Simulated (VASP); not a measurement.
# ZnS (P1) in VASP: single point with PBEsol

Aim: the single point of ZnS with PBEsol.

Program: VASP 6.6.1. These are calculated values, not measurements. Logs are shortened: lines on timing, memory, paths and dates and some standing lists are left out, and cuts for length are marked.

### Step 1. The cell of the first run

The typed cell holds 18 atoms: a = 6.592 Å, b = 6.592 Å, c = 9.607 Å, α = 83.43°, β = 76.78°, γ = 60.00°.

### Step 2. Single point, PBEsol

INCAR

```
SYSTEM = ZnS
ALGO = Normal ; EDIFF = 1E-6
ENCUT = 400 ; GGA = PS
GGA_COMPAT = .FALSE. ; ISIF = 2
ISMEAR = -1 ; ISYM = -1
LASPH = .TRUE. ; LCHARG = .FALSE.
LREAL = Auto ; LWAVE = .FALSE.
NBANDS = 96 ; NELM = 120
PREC = Accurate ; SIGMA = 0.02
```

KPOINTS

```
explicit points
2
Reciprocal
  0.25000000   0.25000000   0.00000000 2
  0.25000000   0.75000000   0.00000000 2
```

POSCAR

```
ZnS
1.0
    0.0000000000     -6.5924320200      0.0000000000
    5.7092136021     -3.2962160100      0.0000000000
    0.0000000000     -2.1974773400      9.3519478348
Zn S
9 9
Direct
    0.6721662413      0.6669932613      0.9984698552
    0.3341877521      0.3201870043      1.0023500094
    0.0125787397      0.0007659549      0.9982340754
    0.4645649383      0.6842010603      0.6661359869
    0.1077323770      0.3516873146      0.6750337054
    0.7870477504      1.0063012878      0.6585987335
    0.2005917034      0.6622796524      0.3337313312
    0.8561614177      0.3342896471      0.3409096219
    0.5460218343      0.9935329794      0.3319746918
    0.5613484253      0.6561392271      0.2546993463
    0.2309711878      0.3238997748      0.2527227527
    0.9088876854     -0.0112695030      0.2429838190
    0.1542734964      0.6641814905      0.5866498720
    0.8177155400      0.3380455058      0.5875300095
    0.4893205950      0.0140945856      0.5704702479
    0.3755819293      0.6537445015      0.9162872967
    0.0394666009      0.3237589498      0.9170391186
    0.7105117006      0.9961340381      0.9122137068
```

Potentials or basis: VASP PAW PBE potentials, release 64 (Zn, S).

The run is started by

```bash
cat potpaw_PBE.64/Zn/POTCAR potpaw_PBE.64/S/POTCAR > POTCAR
mpirun -np 1 vasp_std > vasp.out
```

OUTCAR:

```text
SYSTEM = ZnS
   EDIFF = 1E-6
   ENCUT = 400
   GGA = PS
   ISIF = 2
   ISMEAR = -1
   ISYM = -1
   LASPH = .TRUE.
   LREAL = Auto
   NELM = 120
   PREC = Accurate

 ion  position               nearest neighbor table
   1  0.672  0.667  0.998-  16 2.31  18 2.35  17 2.38  10 2.41
   2  0.334  0.320  0.002-  17 2.26  11 2.34  18 2.37  16 2.38
   3  0.013  0.001  0.998-  17 2.26  12 2.30  18 2.34  16 2.38
   4  0.465  0.684  0.666-  15 2.33  14 2.34  16 2.35  13 2.41
   5  0.108  0.352  0.675-  17 2.27  13 2.27  14 2.30  15 2.46
   6  0.787  0.006  0.659-  15 2.28  14 2.31  13 2.36  18 2.37
[... 10 lines left out ...]
  17  0.039  0.324  0.917-   3 2.26   2 2.26   5 2.27   1 2.38
  18  0.711  0.996  0.912-   3 2.34   1 2.35   2 2.37   6 2.37

IMPORTANT INFORMATION: All symmetrisations will be switched off!
NOSYMM: (Re-)initialisation of all symmetry stuff for point group C_1.

----------------------------------------------------------------------------------------

                                     Primitive cell

  volume of cell :     351.9849

  direct lattice vectors                    reciprocal lattice vectors
     0.000000000 -6.592432020  0.000000000    -0.087577736 -0.151689088 -0.035643199
     5.709213602 -3.296216010  0.000000000     0.175155471  0.000000000  0.000000000
     0.000000000 -2.197477340  9.351947835     0.000000000  0.000000000  0.106929596

  length of vectors
     6.592432020  6.592432020  9.606655764     0.178745285  0.175155471  0.106929596

  position of ions in fractional coordinates (direct lattice)
     0.672166241  0.666993261  0.998469855
     0.334187752  0.320187004  0.002350009
     0.012578740  0.000765955  0.998234075
     0.464564938  0.684201060  0.666135987
     0.107732377  0.351687315  0.675033705
     0.787047750  0.006301288  0.658598733
[... 10 lines left out ...]
     0.039466601  0.323758950  0.917039119
     0.710511701  0.996134038  0.912213707

  ion indices of the primitive-cell ions
   primitive index   ion index
                 1           1
                 2           2
                 3           3
                 4           4
                 5           5
                 6           6
[... 10 lines left out ...]
                17          17
                18          18

----------------------------------------------------------------------------------------

 KPOINTS: explicit points

Read explicit list of k-points.

 Found      2 k-points:

 Following reciprocal coordinates:
            Coordinates               Weight
  0.250000  0.250000  0.000000      0.500000
  0.250000  0.750000  0.000000      0.500000
   k-points           NKPTS =      2   k-points in BZ     NKDIM =      2   number of bands    NBANDS=     96
   number of dos      NEDOS =    301   number of ions     NIONS =     18
   total plane-waves  NPLWV = 147456
   dimension x,y,z NGX =    48 NGY =   48 NGZ =   64
   dimension x,y,z NGXF=    96 NGYF=   96 NGZF=  128
   ions per type =               9   9
   NGX,Y,Z   is equivalent  to a cutoff of  12.10, 12.10, 11.08 a.u.
   NGXF,Y,Z  is equivalent  to a cutoff of  24.21, 24.21, 22.15 a.u.
 SYSTEM =  ZnS
   PREC   = accura    normal or accurate (medium, high low for compatibility)
   ISTART =      0    job   : 0-new  1-cont  2-samecut
   ICHARG =      2    charge: 1-file 2-atom 10-const
   ISPIN  =      1    spin polarized calculation?
   LNONCOLLINEAR =      F non collinear calculations
   LSORBIT =      F    spin-orbit coupling
   LASPH  =      T    aspherical Exc in radial PAW
   ENCUT  =  400.0 eV  29.40 Ry    5.42 a.u.  10.75 10.75 15.67*2*pi/ulx,y,z
   NELM   =    120;   NELMIN=  2; NELMDL= -5     # of ELM steps
   EDIFF  = 0.1E-05   stopping-criterion for ELM
   LREAL  =      T    real-space projection
   EDIFFG = 0.1E-04   stopping-criterion for IOM
   NSW    =      0    number of steps for IOM
   IBRION =     -1    ionic relax: 0-MD 1-quasi-New 2-CG
   NFREE  =      0    steps in history (QN), initial steepest desc. (CG)
   ISIF   =      2    stress and relaxation
   ISYM   =     -1    0-nonsym 1-usesym 2-fastsym
   POTIM  = 0.5000    time-step for ionic-motion
   TEBEG  =    0.0;   TEEND  =   0.0 temperature during run
   PSTRESS=    0.0 pullay stress
   NELECT =     162.0000    total number of electrons
   NUPDOWN=      -1.0000    fix difference up-down
   EMIN   =  10.00;   EMAX   =-10.00  energy-range for DOS
   EFERMI =   0.00;   METHOD = LEGACY
   ISMEAR =    -1;   SIGMA  =   0.02  broadening in eV -4-tet -1-fermi 0-gaus
   EFERMI_NEDOS =   21; number of points for ismear=-14 and -15
   IALGO  =     38    algorithm
   IMIX   =      4    mixing-type and parameters
     AMIX     =   0.40;   BMIX     =  1.00
     AMIX_MAG =   1.60;   BMIX_MAG =  1.00
  volume/ion in A,a.u.               =      19.55       131.96
  Fermi-wavevector in a.u.,A,eV,Ry     =   1.263975  2.388566 21.737115  1.597633
  Thomas-Fermi vector in A             =   2.397304
   LORBIT       =      0    0 simple, 1 ext, 2 COOP (PROOUT), +10 PAW based schemes
   GGA     = PS    functional components
   LHFCALC =     F    Hartree Fock is set to
   AEXX    =    0.0000 exact exchange contribution
   IVDW    =     0    specifies the selected vdW correction
   LEPSILON=     F    determine dielectric tensor
   LRPA    =     F    only Hartree local field effects (RPA)
 non-spin polarized calculation
  energy-cutoff  :      400.00
  volume of cell :      351.98
 maximum number of plane-waves:      6399
 NGX is ok and might be reduce to    42
   NGX = 21   NGY = 21   NGZ = 31

 number of electron     161.9999984 magnetization

 Free energy of the ion-electron system (eV)
  ---------------------------------------------------
  ext. energy  EPLUGINS =         0.00000000
  ---------------------------------------------------
  free energy    TOTEN  =       -67.98555072 eV

  energy without entropy =      -67.98555072  energy(sigma->0) =      -67.98555072

 E-fermi :   2.4347     XC(G=0):  -9.8935

 val. band max:        1.9413407520   @ k =   0.2500   0.2500   0.0000
 cond. band min:       5.1597029103   @ k =   0.2500   0.2500   0.0000
 fundamental gap:      3.2183621583
 Fermi energy:         2.4346839576

 k-point     1 :       0.2500    0.2500    0.0000
  band No.  band energies     occupation
      1     -11.0102      2.00000
      2     -10.4944      2.00000
      3     -10.3176      2.00000
      4     -10.1820      2.00000
      5     -10.0883      2.00000
      6     -10.0018      2.00000
[... 85 lines left out ...]
     92       7.5808      0.00000
     93       7.7418      0.00000

 k-point     2 :       0.2500    0.7500    0.0000
  band No.  band energies     occupation
      1     -10.7852      2.00000
      2     -10.4634      2.00000
      3     -10.3319      2.00000
      4     -10.2118      2.00000
      5     -10.1383      2.00000
      6     -10.0823      2.00000
[... 85 lines left out ...]
     92       7.2259      0.00000
     93       7.4215      0.00000
 [bands above 93 left out]

------------------------ aborting loop because EDIFF is reached ----------------------------------------

  FORCE on cell =-STRESS in cart. coord.  units (eV):
  Direction    XX          YY          ZZ          XY          YZ          ZX
  --------------------------------------------------------------------------------------
  -------------------------------------------------------------------------------------
  Total       -4.4021565     -1.0038136     -3.9487567     -0.1692163     -1.2132387     -1.1806291
  in kB      -20.0378922     -4.5691942    -17.9740909     -0.7702446     -5.5224630     -5.3740295
  external PRESSURE =     -14.1937257 kB  Pullay stress =       0.0000000 kB

 VOLUME and BASIS-vectors are now :
 -----------------------------------------------------------------------------
  energy-cutoff  :      400.00
  volume of cell :      351.98
      direct lattice vectors                 reciprocal lattice vectors
     0.000000000 -6.592432020  0.000000000    -0.087577736 -0.151689088 -0.035643199
     5.709213602 -3.296216010  0.000000000     0.175155471  0.000000000  0.000000000
     0.000000000 -2.197477340  9.351947835     0.000000000  0.000000000  0.106929596

 POSITION                                       TOTAL-FORCE (eV/Angst)
 -----------------------------------------------------------------------------------
      3.80801     -8.82388      9.33764        -0.047146     -0.052917      0.231339
      1.82802     -3.26368      0.02198         0.025618     -0.574609      0.121895
      0.00437     -2.27905      9.33543        -0.564417      0.206910     -0.102175
      3.90625     -6.78171      6.22967        -0.126926      0.340821     -0.003485
      2.00786     -3.35283      6.31288        -0.458094     -0.226472     -0.446506
      0.03598     -6.65658      6.15918        -0.245282     -0.232248      0.275015
[... 10 lines left out ...]
      1.84841     -3.34253      8.57610         0.457017      0.185160      0.060495
      5.68714     -9.97204      8.53098        -0.030409      0.340124      0.076919
 -----------------------------------------------------------------------------------
    total drift:                                0.001208      0.005022     -0.001667

  FREE ENERGIE OF THE ION-ELECTRON SYSTEM (eV)
  ---------------------------------------------------
  free  energy   TOTEN  =       -67.9855507163 eV

  energy  without entropy=      -67.9855507163  energy(sigma->0) =      -67.98555072
```

Run time: 1.8 min. Hardware: 1 thread of Intel Xeon Platinum 8259CL at 2.50GHz (Skylake/Cascade Lake), shared host; peak memory 0.36 GiB.

Results:

| Quantity | Value |
| --- | --- |
| Free energy | -67.9856 eV |
| Pressure | -1.4 GPa |
| Largest force | 1.082 eV/Å |
| Band gap on the k mesh | 3.22 eV |

Forces on the atoms (eV/Å):
```
Zn  -0.047 -0.053  0.231
Zn   0.026 -0.575  0.122
Zn  -0.564  0.207 -0.102
Zn  -0.127  0.341 -0.003
Zn  -0.458 -0.226 -0.447
Zn  -0.245 -0.232  0.275
Zn  -0.204  0.020  0.219
Zn  -0.359 -0.362 -0.181
Zn  -0.076  0.186 -0.579
S    0.355 -0.416 -0.453
S    0.057 -0.024 -0.113
S    0.347 -0.056  0.436
S    0.483 -0.146 -0.269
S    0.075  0.190 -0.194
S    0.017  0.475  0.972
S    0.296  0.145 -0.052
S    0.457  0.185  0.060
S   -0.030  0.340  0.077
```

Stress tensor (GPa, compression positive):
```
-2.00 -0.08 -0.54
-0.08 -0.46 -0.55
-0.54 -0.55 -1.80
```

Caveat: the atoms stand as in a frame of molecular dynamics; the PAW data sets were made with another functional, which shifts forces and pressure a little; a shifted mesh leaves out Γ, where band edges can lie. A k mesh can miss the band edges.
